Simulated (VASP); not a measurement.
The system is Si.

```
Si
1.0
     0.00000    2.72212    2.72212
     2.72212    0.00000    2.72212
     2.72212    2.72212    0.00000
Si
2
Direct
  0.00000 0.00000 0.00000
  0.25000 0.25000 0.25000
```

Base run:

```yaml
Program: VASP 6.6.1
Functional: PBE
Potentials_or_basis: VASP PAW PBE potentials, release 64 (Si)
Cutoff: 520 eV
k_mesh: 8 × 8 × 8
Occupations: fermi-dirac, width 0.02 eV
Spin: no spin polarisation
```

Its results: band gap on the k mesh 0.63 eV, indirect (least direct gap 2.56 eV); pressure 1.2 GPa.

Task: The run is repeated on the same cell with these changes: k mesh from 8 × 8 × 8 to 4 × 4 × 4; occupations from fermi-dirac, width 0.02 eV to gaussian, width 0.01 eV. What comes out?

Result: Band gap on the k mesh 0.71 eV, indirect (least direct gap 2.54 eV); pressure 1.8 GPa.

Caveats: some runs use coarse meshes.

A k mesh can miss the band edges.
